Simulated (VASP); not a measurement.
Input of a VASP 6.6.1 run:

File INCAR:

```
ALGO = Normal ; EDIFF = 1E-6
ENCUT = 500 ; GGA = PS
GGA_COMPAT = False ; ISIF = 2
ISMEAR = 0 ; LASPH = True
LCHARG = False ; LREAL = False
LWAVE = False ; NBANDS = 18
NELM = 120 ; PREC = Accurate
SIGMA = 0.1
```

Contents of KPOINTS:

```
k-points
0
Gamma
  6 6 6
```

Contents of POSCAR:

```
Ta
1.0
    0.0000000000      2.7642669085      2.7642669085
    2.7642669085      0.0000000000      2.7642669085
    2.7642669085      2.7642669085      0.0000000000
Ta
2
Direct
    0.5000000000      0.5000000000      0.5000000000
    0.7500000000      0.7500000000      0.7500000000
```

Potentials or basis: VASP PAW PBE potentials, release 64 (Ta_pv).

The run is started by

```sh
$ cat potpaw_PBE.64/Ta_pv/POTCAR > POTCAR
$ mpirun -np 1 vasp_std > vasp.out
```

Task: Estimate the band gap on the k mesh.

Result: Zero (bands 11 and 12 overlap by 1.05 eV).

Task: What does it give for the pressure?

Result: 29.5 GPa.

Caveat: the cell stands under pressure; the PAW data sets were made with another functional, which shifts forces and pressure a little; spin-orbit coupling is left out, which moves the levels of the heavy elements.
